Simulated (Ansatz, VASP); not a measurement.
**AlFe3B: VASP beside Ansatz**

The input INCAR:

```
ALGO = Normal ; EDIFF = 1E-6
ENCUT = 520 ; GGA = PE
ISIF = 2 ; ISMEAR = 0
ISPIN = 2 ; LASPH = T
LCHARG = T ; LELF = T
LMAXMIX = 4 ; LORBIT = 11
LREAL = F ; LVHAR = T
LWAVE = F ; MAGMOM = 0 0 4 4 4 -4 -4 -4 0 0
NBANDS = 45 ; NELM = 150
PREC = Accurate ; SIGMA = 0.1
```

Contents of KPOINTS:

```
k-points
0
Gamma
  10 10 5
```

POSCAR

```
AlFe3B
1.0
    3.8223220000      0.0000000000      3.8223220000
    0.0000000000      3.8223220000      3.8223220000
    0.0000000000      0.0000000000      7.6446440000
Al Fe B
2 6 2
Direct
    0.5000000000      0.5000000000      0.7500000000
    0.5000000000      0.5000000000      0.2500000000
    0.5000000000      0.0000000000      0.7500000000
    0.0000000000      0.5000000000      0.7500000000
    0.0000000000      0.0000000000      0.2500000000
    0.5000000000      0.0000000000      0.2500000000
    0.0000000000      0.5000000000      0.2500000000
    0.0000000000      0.0000000000      0.7500000000
    0.0000000000      0.0000000000      0.0000000000
    0.0000000000      0.0000000000      0.5000000000
```

Input for Ansatz:

```yaml
crystal:
  lattice:
    - [3.822322, 0.0, 3.822322]
    - [0.0, 3.822322, 3.822322]
    - [0.0, 0.0, 7.644644]
  atoms:
    - { symbol: Al, position: [0.5, 0.5, 0.75] }
    - { symbol: Fe, position: [0.5, 0.0, 0.75], spin: 4.0 }
    - { symbol: Fe, position: [0.0, 0.5, 0.75], spin: 4.0 }
    - { symbol: Fe, position: [0.0, 0.0, 0.25], spin: 4.0 }
    - { symbol: B, position: [0.0, 0.0, 0.0] }
    - { symbol: Al, position: [0.5, 0.5, 0.25] }
    - { symbol: Fe, position: [0.5, 0.0, 0.25], spin: -4.0 }
    - { symbol: Fe, position: [0.0, 0.5, 0.25], spin: -4.0 }
    - { symbol: Fe, position: [0.0, 0.0, 0.75], spin: -4.0 }
    - { symbol: B, position: [0.0, 0.0, 0.5] }
basis:
  ecutwfc: 420
kpoints:
  mp_grid: { grid: [10, 10, 5] }
hamiltonian:
  xc: pbe
scf:
  occupations: { method: gaussian, width: 0.1 }
  lower_state_search: "off"
output:
  forces: true
  stress: true
  eigenvalues: true
  populations: true
  write_density: true
  write_potential: true
  elf: true
  volumetric_format: npy
magnetization:
  spin_polarized: true
```

Alike in both runs: task single point; functional PBE; k mesh 10 × 10 × 5; occupations gaussian, width 0.1 eV; collinear spin.

|  | VASP | Ansatz |
| --- | --- | --- |
| version | VASP 6.6.1 | Ansatz 0.2.0 |
| potentials or method | VASP PAW PBE potentials, release 64 (Al, Fe, B), cutoff 520 eV | scalar-relativistic, plane waves, PAW |
| valence electrons in the cell | 60 | 108 |

```csv
,VASP,Ansatz,Ansatz less VASP
gap on the k mesh at the Fermi level (eV),none,none,-
pressure (GPa),-0.4,-1.0,-0.54
net moment per atom (μB),0.00,0.00,0.000
size of the moment on the site where the two differ most (μB),1.40,1.26,-0.146
```

Site moments also hang on the region over which each program counts them. A gap of «none» marks a metal or a gap that the smearing closes. VASP's potentials hold 60 valence electrons a cell and Ansatz's 108, so a difference there can come from the potentials and not from the codes.
